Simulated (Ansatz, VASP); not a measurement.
# One calculation of InB2As3, two programs

```
In B As
1.0
     3.33814    0.00000    0.00000
    -1.66907    2.89091    0.00000
     0.00000    0.00000   11.85103
In B As
1 2 3
Direct
  0.00000 0.00000 0.50000
  0.33333 0.66667 0.27700
  0.66667 0.33333 0.72300
  0.00000 0.00000 0.00000
  0.00000 0.00000 0.76782
  0.00000 0.00000 0.23218
```

Alike in both runs: functional PBE; k mesh 12 × 12 × 4; occupations gaussian, width 0.1 eV; no spin polarisation.

Ansatz relaxed the structure, and its values are those at the end. VASP's run is a single point on that final structure, the one shown.

|  | VASP | Ansatz |
| --- | --- | --- |
| version | VASP 6.6.1 | Ansatz 0.2.0 |
| potentials or method | VASP PAW PBE potentials, release 64 (In_d, B, As), cutoff 520 eV | scalar-relativistic, plane waves, PAW |
| valence electrons in the cell | 34 | 64 |

|  | VASP | Ansatz | Ansatz less VASP |
| --- | --- | --- | --- |
| gap on the k mesh at the Fermi level (eV) | none | none | - |
| pressure (GPa) | 0.3 | 0.0 | -0.32 |
| rms of the force components (eV/Å) | 0.014 | 0.003 | -0.0111 |

A gap of «none» marks a metal or a gap that the smearing closes. VASP's potentials hold 34 valence electrons a cell and Ansatz's 64, so a difference there can come from the potentials and not from the codes.
